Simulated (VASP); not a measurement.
CdSe:

```
Cd Se
1.0
     4.27608    0.01890    0.05769
    -4.24335    7.38763   -0.08986
     0.09411   -0.03030    6.99678
Cd Se
4 4
Cartesian
  0.0004 2.3631 -0.1253
  2.1859 1.2210 3.4521
  -2.1031 6.2375 -0.0896
  0.0243 4.8400 3.4966
  0.0032 2.4576 2.5721
  2.1527 1.2045 6.2063
  -2.1607 6.2781 2.5740
  0.0575 4.8864 6.0150
```

```yaml
Program: VASP 6.6.1
Task: relaxation of cell and atoms
Functional: PBEsol
Potentials_or_basis: VASP PAW PBE potentials, release 64 (Cd, Se)
Cutoff: 500 eV
k_mesh: 6 × 6 × 4
Occupations: fermi-dirac, width 0.05 eV
Spin: no spin polarisation
```

At the start: pressure 2.1 GPa; volume 27.69 Å³/atom.

Problem. How do energy, volume and symmetry change on relaxing?

Solution. Over 22 steps the energy falls by 51.7 meV/atom and the volume is 28.31 Å³/atom (+2.2 %); space group P1 (No. 1, to 0.1 Å) before, P6_3mc (No. 186, to 0.1 Å).

Step by step:
```tsv
step	energy change (eV)	largest force (eV/Å)	pressure (GPa)	volume (Å³)
1	0.0000	1.5254	2.07	221.55
2	-0.3207	0.4424	-1.32	233.14
3	-0.3208	0.4506	-1.25	232.82
4	-0.3913	0.2558	-0.12	227.04
5	-0.3963	0.1915	0.33	225.10
6	-0.4061	0.1225	0.06	226.22
7	-0.4073	0.1507	-0.07	226.79
8	-0.4103	0.0868	-0.03	226.59
9	-0.4112	0.0655	0.02	226.39
10	-0.4121	0.0432	0.00	226.48
11	-0.4124	0.0286	-0.02	226.55
12	-0.4127	0.0272	0.01	226.42
13	-0.4127	0.0336	0.04	226.32
14	-0.4130	0.0271	0.00	226.47
15	-0.4131	0.0220	-0.06	226.73
16	-0.4133	0.0164	-0.02	226.56
17	-0.4134	0.0173	0.03	226.37
18	-0.4135	0.0144	0.01	226.45
19	-0.4135	0.0179	-0.01	226.53
20	-0.4136	0.0139	-0.01	226.52
21	-0.4136	0.0144	0.00	226.49
22	-0.4137	0.0072	0.00	226.48
```

Final structure:
```yaml
crystal:
  lattice:
    - [4.31189, 0.00124, 0.00081]
    - [-4.31051, 7.46467, -0.00059]
    - [0.00156, -0.00075, 7.03520]
  atoms:
    - { symbol: Cd, position: [0.32380, 0.33201, 0.99550] }
    - { symbol: Cd, position: [0.65817, 0.16666, 0.49490] }
    - { symbol: Cd, position: [0.32438, 0.83232, 0.99479] }
    - { symbol: Cd, position: [0.65663, 0.66688, 0.49517] }
    - { symbol: Se, position: [0.32477, 0.33333, 0.37113] }
    - { symbol: Se, position: [0.65781, 0.16579, 0.87072] }
    - { symbol: Se, position: [0.32326, 0.83325, 0.37055] }
    - { symbol: Se, position: [0.65754, 0.66547, 0.87079] }
```

Caveat: the PAW data sets were made with another functional, which shifts forces and pressure a little.
